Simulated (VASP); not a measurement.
A run of VASP 6.6.1:

The input INCAR:

```
SYSTEM = Zr
PREC = Accurate
ENCUT = 600
EDIFF = 1E-6
ISMEAR = 0
SIGMA = 0.05
LREAL = .FALSE.
LASPH = .TRUE.
NELM = 60
ALGO = Fast
ISIF = 3
LWAVE = .FALSE.
LCHARG = .FALSE.
GGA = PS
IBRION = 2
NSW = 80
EDIFFG = -0.01
PSTRESS = 20.0
```

KPOINTS

```
Automatic mesh
0
G
  10 10 16
  0 0 0
```

File POSCAR:

```
Zr
1.0
    4.9721916958      0.0000000000      0.0000000000
   -2.4860958479      4.3060443210      0.0000000000
    0.0000000000      0.0000000000      3.1097679888
Zr
3
Direct
    0.0000000000      0.0000000000      0.0000000000
    0.3333333333      0.6666666667      0.5000000000
    0.6666666667      0.3333333333      0.5000000000
```

Potentials or basis: VASP PAW PBE potentials, release 64 (Zr_sv).

The run is started by

```sh
$ cat potpaw_PBE.64/Zr_sv/POTCAR > POTCAR
$ mpirun -np 1 vasp_std > vasp.out
```

Hardware: 1 thread of Oxide Virtual Turin-like Processor (shared host).

**Question.** Estimate the wall time of this run.

**Answer.** Run time: 24 min on 1 thread of Oxide Virtual Turin-like Processor, on a shared host, peak memory 0.3 GiB. Counts: scf iterations 51, k points 126, ion steps 3.
